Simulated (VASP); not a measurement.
Set up this calculation in VASP 6.6.1, as the native input.

```
Task                   : single point
Functional             : PBEsol
Dispersion             : D3(BJ)
Potentials or basis    : VASP PAW PBE potentials, release 64 (Bi_d)
Cutoff                 : 520 eV
k mesh                 : 18 × 18 × 18
Occupations            : gaussian, width 0.15 eV
Spin                   : no spin polarisation
Dipole correction      : no
Further INCAR settings : ALGO = Fast; EDIFF = 1e-06; NBANDS = 14
```

The structure of Bi lies in POSCAR:

```
Bi
1.0
   -1.7982499006      1.7982499006      1.9377940929
    1.7982499006     -1.7982499006      1.9377940929
    1.7982499006      1.7982499006     -1.9377940929
Bi
1
Direct
    0.0000000000      0.0000000000      0.0000000000
```

These files were run (other wordings do the same):

INCAR

```
SYSTEM = Bi
PREC     = Accurate       ! precision mode
ENCUT    = 520            ! plane-wave cutoff, eV
EDIFF    = 1E-6           ! SCF threshold, eV
ISMEAR   = 0              ! smearing method
SIGMA    = 0.15           ! smearing width, eV
LREAL    = .FALSE.        ! projectors in reciprocal space
LASPH    = .TRUE.         ! aspherical terms in the spheres
NELM     = 60             ! most SCF steps
ALGO     = Fast           ! electronic algorithm
ISIF     = 2              ! what is computed and relaxed
LWAVE    = .FALSE.        ! write WAVECAR
LCHARG   = .FALSE.        ! write CHGCAR
GGA      = PS             ! functional
IVDW     = 12             ! dispersion correction
NBANDS   = 14             ! bands
```

KPOINTS

```
regular mesh
0
G
  18 18 18
  0 0 0
```

Potentials or basis: VASP PAW PBE potentials, release 64 (Bi_d).

Command:

```bash
$ cat potpaw_PBE.64/Bi_d/POTCAR > POTCAR
$ mpirun -np 1 vasp_std > vasp.out
```

Results of the run:

```
Pressure                   : 12.1 GPa
Band gap on the k mesh     : zero (an odd number of electrons rules out a gap without spin polarisation)
Dispersion energy per atom : -0.657 eV
```

Caveat: the cell stands under pressure; the PAW data sets were made with another functional, which shifts forces and pressure a little; spin-orbit coupling is left out, which moves the levels of the heavy elements.

Wall time 41 s on 1 thread of Intel(R) Xeon(R) 6975P-C (Granite Rapids), on a shared host, peak memory 0.26 GiB.
